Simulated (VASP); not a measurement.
Runs of VASP 6.6.1 on Cu. The structure is that of space group Fd-3m (No. 227), or close to it. The cells are those of the table. 

```tsv
task	cell	k mesh	cutoff (eV)	gap on the mesh (eV)	pressure (GPa)
relaxation of cell and atoms	relaxed from a = 3.559 Å, angles 60.0°, 2 atoms	11 × 11 × 11	600	none	0.0
single point	a = 3.783 Å, angles 60.0°, 2 atoms	11 × 11 × 11	520	none	0.0
single point	a = 3.783 Å, angles 60.0°, 2 atoms	17 × 17 × 17	520	none	0.1
single point	a = 3.732 Å, angles 60.0°, 2 atoms	12 × 12 × 12	520	none	(a)
single point	a = 3.833 Å, angles 60.0°, 2 atoms	12 × 12 × 12	520	none	-1.6
```

Alike in all rows: level PBE; potentials or basis VASP PAW PBE potentials, release 64 (Cu); no spin polarisation; smearing fermi-dirac 0.1 eV.

Fill in the values left out.

(a) 2.8.

A gap of «none» marks levels without a gap at the run's occupations.
